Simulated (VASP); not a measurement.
# NiO (Fm-3m) in VASP: further runs, part 2 of 2

VASP 6.6.1. Earlier steps stand in the parts before.

## Step 5: Relaxation of cell and atoms, LDA+U, collinear spin, ferromagnetic start

INCAR

```
SYSTEM = NiO
PREC     = Accurate       ! precision mode
ENCUT    = 600            ! plane-wave cutoff, eV
EDIFF    = 1E-6           ! SCF threshold, eV
ISMEAR   = -1             ! smearing method
SIGMA    = 0.05           ! smearing width, eV
LREAL    = .False.        ! projectors in reciprocal space
LASPH    = .True.         ! aspherical terms in the spheres
NELM     = 150            ! most SCF steps
ALGO     = Normal         ! electronic algorithm
ISIF     = 3              ! what is computed and relaxed
LWAVE    = .False.        ! write WAVECAR
LCHARG   = .False.        ! write CHGCAR
ISPIN    = 2              ! spin polarisation
MAGMOM   = 1 0            ! initial moments
LORBIT   = 11             ! projections on sites
LMAXMIX  = 4              ! l up to which the mixer works
LDAU     = .True.         ! DFT+U
LDAUTYPE = 2            
LDAUL    = 2 -1           ! shell
LDAUU    = 4 0            ! U, eV
LDAUJ    = 0 0          
LDAUPRINT= 1            
IBRION   = 2              ! ionic algorithm
NSW      = 60             ! ionic steps
EDIFFG   = -0.01          ! ionic threshold
```

KPOINTS

```
Automatic mesh
0
Gamma
  11 11 11
  0 0 0
```

POSCAR

```
NiO
1.0
    0.0000000000      2.0859016414      2.0859016414
    2.0859016414      0.0000000000      2.0859016414
    2.0859016414      2.0859016414      0.0000000000
Ni O
1 1
Direct
    0.0000000000      0.0000000000      0.0000000000
    0.5000000000      0.5000000000      0.5000000000
```

Potentials or basis: VASP PAW LDA potentials, release 64 (Ni, O).

Run with:

```
> cat potpaw_LDA.64/Ni/POTCAR potpaw_LDA.64/O/POTCAR > POTCAR
> mpirun -np 1 vasp_std > vasp.out
```

OUTCAR:

```text
SYSTEM = NiO
   PREC = Accurate
   ENCUT = 600
   EDIFF = 1E-6
   ISMEAR = -1
   LREAL = .False.
   LASPH = .True.
   NELM = 150
   ISIF = 3
   ISPIN = 2
   LORBIT = 11
   IBRION = 2
   NSW = 60
   EDIFFG = -0.01

 ion  position               nearest neighbor table
   1  0.000  0.000  0.000-   2 2.09   2 2.09   2 2.09   2 2.09   2 2.09   2 2.09
   2  0.500  0.500  0.500-   1 2.09   1 2.09   1 2.09   1 2.09   1 2.09   1 2.09

  LATTYP: Found a face centered cubic cell.
 ALAT       =     4.1718032828

  Lattice vectors:

 A1 = (   0.0000000000,   2.0859016414,   2.0859016414)
 A2 = (   2.0859016414,   0.0000000000,   2.0859016414)
 A3 = (   2.0859016414,   2.0859016414,   0.0000000000)

Analysis of symmetry for initial positions (statically):
=====================================================================
 Subroutine PRICEL returns:
 Original cell was already a primitive cell.

 Routine SETGRP: Setting up the symmetry group for a
 face centered cubic supercell.

 Subroutine GETGRP returns: Found 48 space group operations
 (whereof 48 operations were pure point group operations)
 out of a pool of 48 trial point group operations.

The static configuration has the point symmetry O_h .

Analysis of symmetry for dynamics (positions and initial velocities):
=====================================================================
 Subroutine PRICEL returns:
 Original cell was already a primitive cell.

 Routine SETGRP: Setting up the symmetry group for a
 face centered cubic supercell.

 Subroutine GETGRP returns: Found 48 space group operations
 (whereof 48 operations were pure point group operations)
 out of a pool of 48 trial point group operations.

[... 281 lines left out ...]
 -0.0000 -0.0000 -0.0000  0.9784  0.0000
  0.0000 -0.0000  0.0000  0.0000  1.0378

spin component  2

  0.9747  0.0000 -0.0000 -0.0000 -0.0000
  0.0000  0.9747 -0.0000 -0.0000 -0.0000
 -0.0000 -0.0000  0.2078  0.0000 -0.0000
 -0.0000 -0.0000  0.0000  0.9747  0.0000
 -0.0000 -0.0000 -0.0000  0.0000  0.2078

 occupancies and eigenvectors

  o =  0.2078  v =  0.0000  0.0000  0.0000  0.0000  0.0000  0.0000 -0.0000  1.0000  0.0000  0.0007      0.0000  0.0000  0.0000  0.0000  0.0000  0.0000  0.0000  0.0000  0.0000  0.0000
  o =  0.2078  v =  0.0000  0.0000  0.0000  0.0000  0.0000  0.0000 -0.0000 -0.0007 -0.0000  1.0000      0.0000  0.0000  0.0000  0.0000  0.0000  0.0000  0.0000  0.0000  0.0000  0.0000
  o =  0.9747  v =  0.0000  0.0000  0.0000  0.0000  0.0000  0.0000 -0.9653 -0.0000  0.2612 -0.0000      0.0000  0.0000  0.0000  0.0000  0.0000  0.0000  0.0000  0.0000  0.0000  0.0000
  o =  0.9747  v =  0.0000  0.0000  0.0000  0.0000  0.0000  0.0000  0.2612 -0.0000  0.9653  0.0000      0.0000  0.0000  0.0000  0.0000  0.0000  0.0000  0.0000  0.0000  0.0000  0.0000
  o =  0.9747  v =  0.0000  0.0000  0.0000  0.0000  0.0000  1.0000  0.0000  0.0000  0.0000  0.0000      0.0000  0.0000  0.0000  0.0000  0.0000  0.0000  0.0000  0.0000  0.0000  0.0000
  o =  0.9784  v =  1.0000  0.0000  0.0000  0.0000  0.0000  0.0000  0.0000  0.0000  0.0000  0.0000      0.0000  0.0000  0.0000  0.0000  0.0000  0.0000  0.0000  0.0000  0.0000  0.0000
  o =  0.9784  v =  0.0000 -0.9999 -0.0000 -0.0156 -0.0000  0.0000  0.0000  0.0000  0.0000  0.0000      0.0000  0.0000  0.0000  0.0000  0.0000  0.0000  0.0000  0.0000  0.0000  0.0000
  o =  0.9784  v =  0.0000  0.0156  0.0000 -0.9999 -0.0000  0.0000  0.0000  0.0000  0.0000  0.0000      0.0000  0.0000  0.0000  0.0000  0.0000  0.0000  0.0000  0.0000  0.0000  0.0000
  o =  1.0378  v =  0.0000  0.0000 -0.0002  0.0000 -1.0000  0.0000  0.0000  0.0000  0.0000  0.0000      0.0000  0.0000  0.0000  0.0000  0.0000  0.0000  0.0000  0.0000  0.0000  0.0000
  o =  1.0378  v =  0.0000 -0.0000  1.0000  0.0000 -0.0002  0.0000  0.0000  0.0000  0.0000  0.0000      0.0000  0.0000  0.0000  0.0000  0.0000  0.0000  0.0000  0.0000  0.0000  0.0000

--------------------------------------- Ionic step        4  -------------------------------------------

 number of electron      15.9999996 magnetization       1.9998137

 Free energy of the ion-electron system (eV)
  ---------------------------------------------------
  ext. energy  EPLUGINS =         0.00000000
  ---------------------------------------------------
  free energy    TOTEN  =       -12.05415242 eV

  energy without entropy =      -12.05409262  energy(sigma->0) =      -12.05412252

 E-fermi :   8.3047     XC(G=0): -13.5667

 val. band max:        8.0199921673   @ k =   0.4545   0.0000   0.0000
 cond. band min:       8.4914582550   @ k =   0.0000   0.0000   0.0000
 fundamental gap:      0.4714660877
 Fermi energy:         8.3046945878

 spin component 1

 k-point     1 :       0.0000    0.0000    0.0000
  band No.  band energies     occupation
      1     -11.9764      1.00000
      2       2.9867      1.00000
      3       2.9867      1.00000
      4       3.6544      1.00000
      5       3.6544      1.00000
      6       3.6544      1.00000
      7       5.5791      1.00000
      8       5.5791      1.00000
      9       5.5791      1.00000
     10      10.6839      0.00000
     11      26.5384      0.00000
     12      26.5384      0.00000
[... 786 lines left out ...]
  FREE ENERGIE OF THE ION-ELECTRON SYSTEM (eV)
  ---------------------------------------------------
  free  energy   TOTEN  =       -12.0541524215 eV

  energy  without entropy=      -12.0540926192  energy(sigma->0) =      -12.05412252

 reached required accuracy - stopping structural energy minimisation

 total charge

# of ion       s       p       d       tot
------------------------------------------
    1        0.369   0.484   8.320   9.173
    2        1.532   3.480   0.000   5.012
--------------------------------------------------
tot          1.901   3.964   8.320  14.185

 magnetization (x)

# of ion       s       p       d       tot
------------------------------------------
    1        0.011   0.017   1.670   1.697
    2        0.027   0.247   0.000   0.274
--------------------------------------------------
tot          0.037   0.264   1.670   1.971
```

It took 2.6 min on 1 thread of Intel Xeon 8259CL, shared host; peak memory 0.16 GiB.

What came out:

| Property | Result |
| --- | --- |
| Free energy | -12.0542 eV |
| Relaxed volume | 8.49 Å³/atom |
| Relaxed cell | a = 2.885 Å, b = 2.885 Å, c = 2.885 Å, α = 60.00°, β = 60.00°, γ = 60.00° |
| Space group after relaxing (to 0.1 Å) | Fm-3m (No. 225) |
| Energy gained by relaxing | 26.0 meV/atom |
| Ionic steps | 4 |
| Pressure after relaxing | 0.1 GPa |
| Band gap on the k mesh | 0.47 eV (least direct gap 1.46 eV) |
| Net moment | 2.00 μB per cell |
| Site moments | Ni +1.70; O +0.27 μB |
| Valence electrons inside the program's atomic spheres | Ni 9.17; O 5.01 |

Step by step:
```
step  energy change (eV)  largest force (eV/Å)  pressure (GPa)  volume (Å³)
   1              0.0000                0.0000          -13.63        18.15
   2             -0.0224                0.0000           12.51        16.20
   3             -0.0521                0.0000           -0.19        17.00
   4             -0.0521                0.0000            0.14        16.97
```

Final structure:
```xyz
2
Lattice="0.0000 2.0398 2.0398 2.0398 0.0000 2.0398 2.0398 2.0398 0.0000" Properties=species:S:1:pos:R:3 pbc="T T T"
Ni    0.0000    0.0000    0.0000
O     2.0398    2.0398    2.0398
```

Eigenvalues of the final occupation matrices:
| site | spin | trace | eigenvalues |
| --- | --- | --- | --- |
| site 1 d | 1 | 5.01 | 0.98 0.98 0.98 1.04 1.04 |
| site 1 d | 2 | 3.34 | 0.21 0.21 0.97 0.97 0.97 |

Caveat: an odd mesh through Γ misses points on the zone boundary, where band edges can lie; a cell with one magnetic atom can't hold antiferromagnetic order, which such compounds often take.

## Step 6: Overview

| task | level | potentials or basis | U | cell | cutoff (eV) | k mesh for the DOS | occupations for the DOS | moment (μB) |
| --- | --- | --- | --- | --- | --- | --- | --- | --- |
| single point | PBEsol+U | VASP PAW PBE potentials, release 64 (Ni, O) | Ni d U = 1.0 eV | as given | 520 | 17 × 17 × 17 | tetrahedron | 1.92 |
| single point | PBEsol+U | VASP PAW PBE potentials, release 64 (Ni, O) | Ni d U = 2.0 eV | as given | 520 | 17 × 17 × 17 | tetrahedron | 2.00 |
| single point | PBEsol+U | VASP PAW PBE potentials, release 64 (Ni, O) | Ni d U = 3.0 eV | as given | 520 | 17 × 17 × 17 | tetrahedron | 2.00 |
| relaxation of cell and atoms | LDA+U | VASP PAW LDA potentials, release 64 (Ni, O) | Ni d U = 4.0 eV | relaxed | 600 | - | - | 2.00 |

Alike in all rows: spin collinear, ferromagnetic start; k mesh 11 × 11 × 11; smearing fermi-dirac 0.05 eV.

Caveats: a cell with one magnetic atom can't hold antiferromagnetic order, which such compounds often take; the PAW data sets were made with another functional, which shifts forces and pressure a little (at least some runs); an odd mesh through Γ misses points on the zone boundary, where band edges can lie (at least some runs).

Absolute energies hang on the potentials; compare differences alone.
